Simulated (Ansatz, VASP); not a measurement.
# Ni: VASP beside Ansatz

```
Ni
1.0
     2.52613    0.00000    0.00000
    -1.26306    2.18769    0.00000
     0.00000    0.00000    4.15635
Ni
2
Cartesian
  0.0000 1.4585 1.0391
  1.2631 0.7292 3.1173
```

Alike in both runs: task single point; functional BLYP; k mesh 23 × 23 × 13; occupations fermi-dirac, width 0.05 eV; collinear spin.

|  | VASP | Ansatz |
| --- | --- | --- |
| version | VASP 6.6.1 | Ansatz 0.2.0 |
| potentials or method | VASP PAW PBE potentials, release 64 (Ni), cutoff 520 eV | plane waves (420 eV) with PAW, scalar-relativistic |
| valence electrons in the cell | 20 | 36 |

Ansatz gave:

| Quantity | Value |
| --- | --- |
| net moment per atom (μB) | 0.62 |
| size of the moment on the site where the two differ most (μB) | 0.66 |

Question: Estimate VASP's values.

Answer: net moment per atom (μB): 0.61; size of the moment on the site where the two differ most (μB): 0.62.

VASP's potentials were made for PBE, not for BLYP. Site moments also hang on the region over which each program counts them. VASP's potentials hold 20 valence electrons a cell and Ansatz's 36, so a difference there can come from the potentials and not from the codes.
